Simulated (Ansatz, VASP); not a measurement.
# One calculation of GaN, two programs

```
Ga N
1.0
     3.17717    0.00000    0.00000
    -1.58858    2.75151    0.00000
     0.00000    0.00000    5.17522
Ga N
2 2
Direct
  0.33333 0.66667 0.99917
  0.66667 0.33333 0.49917
  0.33333 0.66667 0.37583
  0.66667 0.33333 0.87583
```

Alike in both runs: task single point; functional PBE0; k mesh 4 × 4 × 4; occupations gaussian, width 0.05 eV; no spin polarisation.

|  | VASP | Ansatz |
| --- | --- | --- |
| version | VASP 6.6.1 | Ansatz 0.2.0 |
| potentials or method | VASP PAW PBE potentials, release 64 (Ga_d, N), cutoff 520 eV | scalar-relativistic, plane waves, PAW |
| valence electrons in the cell | 36 | 36 |

|  | VASP | Ansatz | Ansatz less VASP |
| --- | --- | --- | --- |
| gap on the k mesh at the Fermi level (eV) | 4.00 | 3.97 | -0.031 |
| least direct gap on the mesh (eV) | 4.00 | 3.97 | -0.031 |
| pressure (GPa) | 0.8 | 0.9 | +0.08 |
| traceless stress, the component that is largest in VASP (GPa) | -0.58 | -0.57 | +0.015 |
| rms of the force components (eV/Å) | 0.009 | 0.010 | +0.0005 |

Atom by atom the forces differ by 0.000 eV/Å (rms over components). The functional is the same, so the differences come from potentials, cutoffs and numerics. Ansatz's warnings: stress exchange threshold loose, stress scf threshold loose.

The k mesh is coarse, so the values compare programs but aren't converged.
